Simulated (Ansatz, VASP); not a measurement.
**One calculation of Al, two programs**

```xyz
1
Lattice="0.0000 2.0248 2.0248 2.0248 0.0000 2.0248 2.0248 2.0248 0.0000" Properties=species:S:1:pos:R:3 pbc="T T T"
Al    0.0000    0.0000    0.0000
```

Alike in both runs: task relaxation of cell and atoms; functional LDA; k mesh 16 × 16 × 16; occupations fermi-dirac, width 0.05 eV; no spin polarisation.

|  | VASP | Ansatz |
| --- | --- | --- |
| version | VASP 6.6.1 | Ansatz 0.2.0 |
| potentials or method | VASP PAW LDA potentials, release 64 (Al), cutoff 600 eV | plane-wave PAW DFT |
| valence electrons in the cell | 3 | 3 |

|  | VASP | Ansatz | Ansatz less VASP |
| --- | --- | --- | --- |
| relaxed volume (Å³/atom) | 15.81 | 15.80 | -0.014 |
| relaxed cell length with the largest relative difference (Å) | 2.817 | 2.817 | -0.0008 |

Ansatz warns that its potentials were made for another functional, while VASP's fit it. LDA's correlation is that of Perdew and Zunger in VASP and of Perdew and Wang (1992) in Ansatz.
